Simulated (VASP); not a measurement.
# C in VASP: notebook

C is run at these levels: PBEsol; tasks: single point.

Everything below comes from runs of VASP 6.6.1. Logs are shortened: lines on timing, memory, paths and dates and some standing lists are left out, and cuts for length are marked.

## (1) The cell of the first run

The cell holds a slab with vacuum, 16 atoms: a = 2.459 Å, b = 7.736 Å, c = 21.964 Å, α = 90.00°, β = 90.00°, γ = 108.53°.

## (2) Single point, PBEsol

File INCAR:

```
PREC = Accurate
ENCUT = 520
EDIFF = 1E-6
ISMEAR = 0
SIGMA = 0.05
LREAL = Auto
LASPH = True
NELM = 60
ALGO = Normal
ISIF = 2
LWAVE = False
LCHARG = False
LDIPOL = True
IDIPOL = 3
DIPOL = 0.5 0.5 0.500
GGA = PS
NBANDS = 46
ISYM = 0
```

File KPOINTS:

```
Automatic mesh
0
Gamma
  15 5 1
```

File POSCAR:

```
C
1.0
    2.4589102530      0.0000000000      0.0000000000
   -2.4589102530      7.3348995022      0.0000000000
    0.0000000000      0.0000000000     21.9639274826
C
16
Direct
    0.7967867856      0.2967867856      0.3414689839
    0.7967867856      0.7967867856      0.3414689839
    0.3155952826      0.3155952826      0.3731705532
    0.3155952826      0.8155952826      0.3731705532
    0.3529778196      0.3529778196      0.4365891382
    0.3529778196      0.8529778196      0.4365891382
    0.8723190165      0.3723189790      0.4680308159
    0.8723190165      0.8723189790      0.4680308159
    0.9126156074      0.4126152377      0.5319017741
    0.9126156074      0.9126152377      0.5319017741
    0.4329961621      0.4329956513      0.5628859589
    0.4329961621      0.9329956513      0.5628859589
    0.4770144946      0.4770129079      0.6281771784
    0.4770144946      0.9770129079      0.6281771784
    0.9964521164      0.4964506922      0.6557278571
    0.9964521164      0.9964506922      0.6557278571
```

Potentials or basis: VASP PAW PBE potentials, release 64 (C).

Started as:

```console
cat potpaw_PBE.64/C/POTCAR > POTCAR
mpirun -np 1 vasp_std > vasp.out
```

OUTCAR:

```text
PREC = Accurate
   ENCUT = 520
   EDIFF = 1E-6
   ISMEAR = 0
   LREAL = Auto
   LASPH = True
   NELM = 60
   ISIF = 2
   GGA = PS
   ISYM = 0

 ion  position               nearest neighbor table
   1  0.797  0.297  0.341-   3 1.42   3 1.42
   2  0.797  0.797  0.341-   4 1.42   4 1.42
   3  0.316  0.316  0.373-   1 1.42   1 1.42   5 1.42
   4  0.316  0.816  0.373-   2 1.42   2 1.42   6 1.42
   5  0.353  0.353  0.437-   7 1.42   7 1.42   3 1.42
   6  0.353  0.853  0.437-   8 1.42   8 1.42   4 1.42
   7  0.872  0.372  0.468-   5 1.42   5 1.42   9 1.43
   8  0.872  0.872  0.468-   6 1.42   6 1.42  10 1.43
   9  0.913  0.413  0.532-  11 1.41  11 1.41   7 1.43
  10  0.913  0.913  0.532-  12 1.41  12 1.41   8 1.43
  11  0.433  0.433  0.563-   9 1.41   9 1.41  13 1.47
  12  0.433  0.933  0.563-  10 1.41  10 1.41  14 1.47
  13  0.477  0.477  0.628-  15 1.38  15 1.38  11 1.47
  14  0.477  0.977  0.628-  16 1.38  16 1.38  12 1.47
  15  0.996  0.496  0.656-  13 1.38  13 1.38
  16  0.996  0.996  0.656-  14 1.38  14 1.38

IMPORTANT INFORMATION: All symmetrisations will be switched off!
NOSYMM: (Re-)initialisation of all symmetry stuff for point group C_1.

----------------------------------------------------------------------------------------

                                     Primitive cell

  volume of cell :     396.1383

  direct lattice vectors                    reciprocal lattice vectors
     2.458910253  0.000000000  0.000000000     0.406684221  0.136334520  0.000000000
    -2.458910253  7.334899502  0.000000000     0.000000000  0.136334520  0.000000000
     0.000000000  0.000000000 21.963927483     0.000000000  0.000000000  0.045529198

  length of vectors
     2.458910253  7.736083656 21.963927483     0.428927915  0.136334520  0.045529198

  position of ions in fractional coordinates (direct lattice)
     0.796786786  0.296786786  0.341468984
     0.796786786  0.796786786  0.341468984
     0.315595283  0.315595283  0.373170553
     0.315595283  0.815595283  0.373170553
     0.352977820  0.352977820  0.436589138
     0.352977820  0.852977820  0.436589138
[... 8 lines left out ...]
     0.996452116  0.496450692  0.655727857
     0.996452116  0.996450692  0.655727857

  ion indices of the primitive-cell ions
   primitive index   ion index
                 1           1
                 2           2
                 3           3
                 4           4
                 5           5
                 6           6
[... 8 lines left out ...]
                15          15
                16          16

----------------------------------------------------------------------------------------

 KPOINTS: Automatic mesh

Automatic generation of k-mesh.
 Grid dimensions read from file:
 generate k-points for:   15    5    1

 Generating k-lattice:

  Cartesian coordinates                     Fractional coordinates (reciprocal lattice)
     0.027112281  0.009088968  0.000000000     0.066666667  0.000000000  0.000000000
     0.000000000  0.027266904  0.000000000     0.000000000  0.200000000  0.000000000
     0.000000000  0.000000000  0.045529198     0.000000000  0.000000000  1.000000000

  Length of vectors
     0.028595194  0.027266904  0.045529198

  Shift w.r.t. Gamma in fractional coordinates (k-lattice)
     0.000000000  0.000000000  0.000000000

 -----------------------------------------------------------------------------
|                                                                             |
|           W    W    AA    RRRRR   N    N  II  N    N   GGGG   !!!           |
|           W    W   A  A   R    R  NN   N  II  NN   N  G    G  !!!           |
|           W    W  A    A  R    R  N N  N  II  N N  N  G       !!!           |
|           W WW W  AAAAAA  RRRRR   N  N N  II  N  N N  G  GGG   !            |
|           WW  WW  A    A  R   R   N   NN  II  N   NN  G    G                |
|           W    W  A    A  R    R  N    N  II  N    N   GGGG   !!!           |
|                                                                             |
|     Your reciprocal lattice and k-lattice belong to different lattice       |
|     classes:                                                                |
|                                                                             |
|        The reciprocal lattice is simple orthorhombic,                       |
|        whereas your k-lattice is simple monoclinic.                         |
|                                                                             |
|     Results are often still useful ...                                      |
|                                                                             |
 -----------------------------------------------------------------------------

 WARNING: IBZKPT: internal override: KBLOWUP is changed to .FALSE.
      ... skipping the blow-up phase ...

 Subroutine IBZKPT returns following result:
 ===========================================

 Found     38 irreducible k-points:

 Following reciprocal coordinates:
            Coordinates               Weight
  0.000000  0.000000  0.000000      1.000000
  0.066667  0.000000  0.000000      2.000000
  0.133333  0.000000  0.000000      2.000000
  0.200000  0.000000  0.000000      2.000000
  0.266667  0.000000  0.000000      2.000000
  0.333333  0.000000  0.000000      2.000000
[... 16 lines left out ...]
 -0.066667  0.200000  0.000000      2.000000
  0.000000  0.400000  0.000000      2.000000
 [... further k-points ...]
   k-points           NKPTS =     38   k-points in BZ     NKDIM =     38   number of bands    NBANDS=     46
   number of dos      NEDOS =    301   number of ions     NIONS =     16
   total plane-waves  NPLWV = 181440
   dimension x,y,z NGX =    18 NGY =   60 NGZ =  168
   dimension x,y,z NGXF=    36 NGYF=  120 NGZF=  336
   ions per type =              16
   NGX,Y,Z   is equivalent  to a cutoff of  12.17, 12.89, 12.72 a.u.
   NGXF,Y,Z  is equivalent  to a cutoff of  24.34, 25.79, 25.43 a.u.
 SYSTEM =  unknown system
   PREC   = accura    normal or accurate (medium, high low for compatibility)
   ISTART =      0    job   : 0-new  1-cont  2-samecut
   ICHARG =      2    charge: 1-file 2-atom 10-const
   ISPIN  =      1    spin polarized calculation?
   LNONCOLLINEAR =      F non collinear calculations
   LSORBIT =      F    spin-orbit coupling
   LASPH  =      T    aspherical Exc in radial PAW
   ENCUT  =  520.0 eV  38.22 Ry    6.18 a.u.   4.57 14.38 40.84*2*pi/ulx,y,z
   NELM   =     60;   NELMIN=  2; NELMDL= -5     # of ELM steps
   EDIFF  = 0.1E-05   stopping-criterion for ELM
   LREAL  =      T    real-space projection
   EDIFFG = 0.1E-04   stopping-criterion for IOM
   NSW    =      0    number of steps for IOM
   IBRION =     -1    ionic relax: 0-MD 1-quasi-New 2-CG
   NFREE  =      0    steps in history (QN), initial steepest desc. (CG)
   ISIF   =      2    stress and relaxation
   ISYM   =      0    0-nonsym 1-usesym 2-fastsym
   POTIM  = 0.5000    time-step for ionic-motion
   TEBEG  =    0.0;   TEEND  =   0.0 temperature during run
   PSTRESS=    0.0 pullay stress
   NELECT =      64.0000    total number of electrons
   NUPDOWN=      -1.0000    fix difference up-down
   EMIN   =  10.00;   EMAX   =-10.00  energy-range for DOS
   EFERMI =   0.00;   METHOD = LEGACY
   ISMEAR =     0;   SIGMA  =   0.05  broadening in eV -4-tet -1-fermi 0-gaus
   EFERMI_NEDOS =   21; number of points for ismear=-14 and -15
   IALGO  =     38    algorithm
   IMIX   =      4    mixing-type and parameters
     AMIX     =   0.40;   BMIX     =  1.00
     AMIX_MAG =   1.60;   BMIX_MAG =  1.00
  volume/ion in A,a.u.               =      24.76       167.08
  Fermi-wavevector in a.u.,A,eV,Ry     =   0.891632  1.684941 10.816747  0.795008
  Thomas-Fermi vector in A             =   2.013478
   LORBIT       =      0    0 simple, 1 ext, 2 COOP (PROOUT), +10 PAW based schemes
   GGA     = PS    functional components
   LHFCALC =     F    Hartree Fock is set to
   AEXX    =    0.0000 exact exchange contribution
   IVDW    =     0    specifies the selected vdW correction
   LEPSILON=     F    determine dielectric tensor
   LRPA    =     F    only Hartree local field effects (RPA)
 non-spin polarized calculation
 Gauss-broadening in eV      SIGMA  =   0.05
  energy-cutoff  :      520.00
  volume of cell :      396.14
 maximum number of plane-waves:     10747
   NGX =  9   NGY = 29   NGZ = 81

 dipolmoment           0.000000      0.000000      0.351441 electrons x Angstroem

 number of electron      64.0000001 magnetization

 dipolmoment           0.000000      0.000000     -0.052698 electrons x Angstroem

 Free energy of the ion-electron system (eV)
  ---------------------------------------------------
  ext. energy  EPLUGINS =         0.00000000
  ---------------------------------------------------
  free energy    TOTEN  =      -140.57636221 eV

  energy without entropy =     -140.56196859  energy(sigma->0) =     -140.56916540

 E-fermi :  -2.5766     XC(G=0):  -4.5338

 val. band max:       -2.5779223686   @ k =  -0.4000   0.4000   0.0000
 cond. band min:      -2.5617240193   @ k =   0.2667   0.2000   0.0000
 fundamental gap:      0.0161983494
 Fermi energy:        -2.5766279760

 k-point     1 :       0.0000    0.0000    0.0000
  band No.  band energies     occupation
      1     -21.8189      2.00000
      2     -21.6488      2.00000
      3     -20.7585      2.00000
      4     -20.6120      2.00000
      5     -19.1398      2.00000
      6     -19.0234      2.00000
[... 36 lines left out ...]
     43       4.4675      0.00000
     44       4.9228      0.00000
[... 1040 lines left out ...]
      4     -20.6637      2.00000
      5     -19.0999      2.00000
      6     -19.0639      2.00000
[... 36 lines left out ...]
     43       4.3010      0.00000
     44       4.4030      0.00000

 [... further k-points ...]

 [bands above 44 left out]

------------------------ aborting loop because EDIFF is reached ----------------------------------------

 vacuum level on the upper side and lower side of the slab       (xc-potential included)        -0.332         0.159

  FORCE on cell =-STRESS in cart. coord.  units (eV):
  Direction    XX          YY          ZZ          XY          YZ          ZX
  --------------------------------------------------------------------------------------
  -------------------------------------------------------------------------------------
  Total        3.9910499     -0.3413499      1.0122372      0.0006315      0.3231035     -0.0139249
  in kB       16.1417603     -1.3805863      4.0939828      0.0025542      1.3067886     -0.0563190
  external PRESSURE =       6.2850523 kB  Pullay stress =       0.0000000 kB

 VOLUME and BASIS-vectors are now :
 -----------------------------------------------------------------------------
  energy-cutoff  :      520.00
  volume of cell :      396.14
      direct lattice vectors                 reciprocal lattice vectors
     2.458910253  0.000000000  0.000000000     0.406684221  0.136334520  0.000000000
    -2.458910253  7.334899502  0.000000000     0.000000000  0.136334520  0.000000000
     0.000000000  0.000000000 21.963927483     0.000000000  0.000000000  0.045529198

 POSITION                                       TOTAL-FORCE (eV/Angst)
 -----------------------------------------------------------------------------------
      1.22946      2.17690      7.50000         0.000866      0.342142      1.825196
      0.00000      5.84435      7.50000         0.000866      0.342127      1.825122
      0.00000      2.31486      8.19629        -0.003983     -0.574935     -2.932872
     -1.22946      5.98231      8.19629        -0.003983     -0.574917     -2.932767
      0.00000      2.58906      9.58921         0.005477      0.221004      1.055804
     -1.22946      6.25651      9.58921         0.005477      0.221000      1.055781
[... 8 lines left out ...]
      1.22946      3.64142     14.40236         0.002923      0.010804      0.044242
      0.00000      7.30887     14.40236         0.002924      0.010831      0.044355
 -----------------------------------------------------------------------------------
    total drift:                               -0.006381      0.006979      0.006478

  FREE ENERGIE OF THE ION-ELECTRON SYSTEM (eV)
  ---------------------------------------------------
  free  energy   TOTEN  =      -140.5763622082 eV

  energy  without entropy=     -140.5619685857  energy(sigma->0) =     -140.56916540

 vacuum level on the upper side and lower side of the slab         3.645         4.133
```

Wall time 53 min (1 thread of Intel Xeon 8259CL, shared host); peak memory 0.67 GiB.

Results:

- Free energy: -140.5764 eV
- Largest force: 2.989 eV/Å
- Band gap on the k mesh: zero (bands 32 and 33 overlap by 0.31 eV)

Forces in eV/Å, atoms in the order of the input:
```
C    0.001  0.342  1.825
C    0.001  0.342  1.825
C   -0.004 -0.575 -2.933
C   -0.004 -0.575 -2.933
C    0.005  0.221  1.056
C    0.005  0.221  1.056
C    0.001 -0.009  0.000
C    0.001 -0.009  0.000
C    0.001  0.006  0.000
C    0.001  0.006  0.000
C    0.000  0.008 -0.007
C    0.000  0.008 -0.007
C   -0.007 -0.005  0.015
C   -0.007 -0.005  0.015
C    0.003  0.011  0.044
C    0.003  0.011  0.044
```

Caveat: the PAW data sets were made with another functional, which shifts forces and pressure a little.

[end of part 1 of 2]
